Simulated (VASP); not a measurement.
Runs of VASP 6.6.1 on CoO. The typed cell holds 4 atoms: a = 3.198 Å, b = 3.198 Å, c = 5.229 Å, α = 90.00°, β = 90.00°, γ = 120.00°. 

| spin | k mesh | gap on the mesh (eV) | pressure (GPa) | moment (μB) | largest force (eV/Å) |
| --- | --- | --- | --- | --- | --- |
| collinear, antiferromagnetic start | 12 × 12 × 4 | none | -10.0 | 0.00 | 0.11 |
| collinear, antiferromagnetic start | 12 × 12 × 6 | none | -10.0 | 0.00 | 0.11 |
| collinear, antiferromagnetic start | 12 × 12 × 8 | none | -10.0 | 0.00 | 0.11 |
| collinear, ferromagnetic start | 18 × 18 × 8 | none | (a) | 5.79 | 0.27 |

Alike in all rows: task single point; level PBEsol; potentials or basis VASP PAW PBE potentials, release 64 (Co, O); cell as given; cutoff (eV) 520; smearing gaussian 0.1 eV.

Task: Fill in the values left out.

Result: (a) -7.5.

Caveats: the cell stands under tension; the PAW data sets were made with another functional, which shifts forces and pressure a little; semilocal functionals often make such compounds metallic where correlation or magnetic order opens a gap, which also shifts bond lengths.

A gap of «none» marks levels without a gap at the run's occupations.
